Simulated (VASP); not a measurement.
**ZnS (zinc blende type): single point with HSE06**

Crystal: ZnS (zinc blende type).

```
Zn S
1.0
     0.00000    2.72500    2.72500
     2.72500    0.00000    2.72500
     2.72500    2.72500    0.00000
Zn S
1 1
Direct
  0.00000 0.00000 0.00000
  0.25000 0.25000 0.25000
```

```json
{"Program": "VASP 6.6.1", "Task": "single point", "Functional": "HSE06", "Potentials or basis": "VASP PAW PBE potentials, release 64 (Zn, S)", "Cutoff": "520 eV", "k mesh": "6 × 6 × 6", "Occupations": "fermi-dirac, width 0.02 eV", "Spin": "no spin polarisation"}
```

```
Pressure               : -1.0 GPa
Band gap on the k mesh : 3.20 eV
```

Levels at points of the mesh, in eV from the valence-band top:
| k point | band 5 | band 6 | band 7 | band 8 | band 9 | band 10 | band 11 | band 12 | band 13 | band 14 |
| --- | --- | --- | --- | --- | --- | --- | --- | --- | --- | --- |
| (0.00, 0.00, 0.00) | -7.35 | -7.35 | 0.00 | 0.00 | 0.00 | 3.20 | 7.69 | 7.69 | 7.69 | 13.15 |
| (0.50, 0.00, 0.00) | -7.33 | -7.13 | -5.42 | -0.88 | -0.88 | 4.48 | 8.19 | 8.19 | 10.11 | 13.48 |
| (0.50, 0.50, 0.00) | -7.29 | -7.09 | -4.87 | -2.25 | -2.25 | 4.43 | 5.25 | 12.35 | 13.51 | 13.51 |

Run time: 62 min on 1 thread of AMD EPYC 7R13 Processor (Zen 3) (shared host), peak memory 0.26 GiB.

Caveat: the PAW data sets were made with another functional, which shifts forces and pressure a little.
